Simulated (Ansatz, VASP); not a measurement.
# Two plane-wave programs on PtSe2

```
Pt Se
1.0
     3.67598    0.00000    0.00000
    -1.83799    3.18349    0.00000
     0.00000    0.00000    5.07579
Pt Se
1 2
Direct
  0.00000 0.00000 0.00000
  0.33333 0.66667 0.29694
  0.66667 0.33333 0.70306
```

Alike in both runs: task single point; functional PBE; dispersion D3(BJ); k mesh 12 × 12 × 8; occupations gaussian, width 0.15 eV; no spin polarisation.

|  | VASP | Ansatz |
| --- | --- | --- |
| version | VASP 6.6.1 | Ansatz 0.2.0 |
| potentials or method | VASP PAW PBE potentials, release 64 (Pt, Se), cutoff 520 eV | scalar-relativistic, plane waves, PAW |
| valence electrons in the cell | 22 | 50 |

|  | VASP | Ansatz | Ansatz less VASP |
| --- | --- | --- | --- |
| gap on the k mesh at the Fermi level (eV) | none | none | - |
| pressure (GPa) | -5.3 | -5.2 | +0.04 |
| traceless stress, the component that is largest in VASP (GPa) | -5.09 | -5.11 | -0.013 |
| rms of the force components (eV/Å) | 0.741 | 0.743 | +0.0028 |

Atom by atom the forces differ by 0.003 eV/Å (rms over components). A gap of «none» marks a metal or a gap that the smearing closes. VASP's potentials hold 22 valence electrons a cell and Ansatz's 50, so a difference there can come from the potentials and not from the codes.

Neither program's run includes spin-orbit coupling.
